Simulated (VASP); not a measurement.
A run of VASP 6.6.1 is set up as follows.

The input INCAR:

```
SYSTEM = Sb
PREC     = Accurate       ! precision mode
ENCUT    = 600            ! plane-wave cutoff, eV
EDIFF    = 1E-6           ! SCF threshold, eV
ISMEAR   = 0              ! smearing method
SIGMA    = 0.1            ! smearing width, eV
LREAL    = .False.        ! projectors in reciprocal space
LASPH    = .True.         ! aspherical terms in the spheres
NELM     = 60             ! most SCF steps
ALGO     = Normal         ! electronic algorithm
ISIF     = 3              ! what is computed and relaxed
LWAVE    = .False.        ! write WAVECAR
LCHARG   = .False.        ! write CHGCAR
GGA      = PE             ! functional
IBRION   = 2              ! ionic algorithm
NSW      = 90             ! ionic steps
EDIFFG   = -0.04          ! ionic threshold
```

The input KPOINTS:

```
Automatic mesh
0
Gamma
  8 8 8
  0 0 0
```

File POSCAR:

```
Sb
1.0
   -1.7227677635      1.7227677635      2.6209398324
    1.7227677635     -1.7227677635      2.6209398324
    1.7227677635      1.7227677635     -2.6209398324
Sb
1
Direct
    0.0000000000      0.0000000000      0.0000000000
```

Potentials or basis: VASP PAW PBE potentials, release 64 (Sb).

Command:

```bash
$ cat potpaw_PBE.64/Sb/POTCAR > POTCAR
$ mpirun -np 1 vasp_std > vasp.out
```

(1) Estimate the relaxed volume.

(2) What does it give for the relaxed cell?

(3) Estimate the space group after relaxing (to 0.05 Å).

Results:

(1) 28.16 Å³/atom.

(2) a = 3.645 Å, b = 3.645 Å, c = 3.645 Å, α = 129.43°, β = 129.43°, γ = 74.31°.

(3) I4/mmm (No. 139).
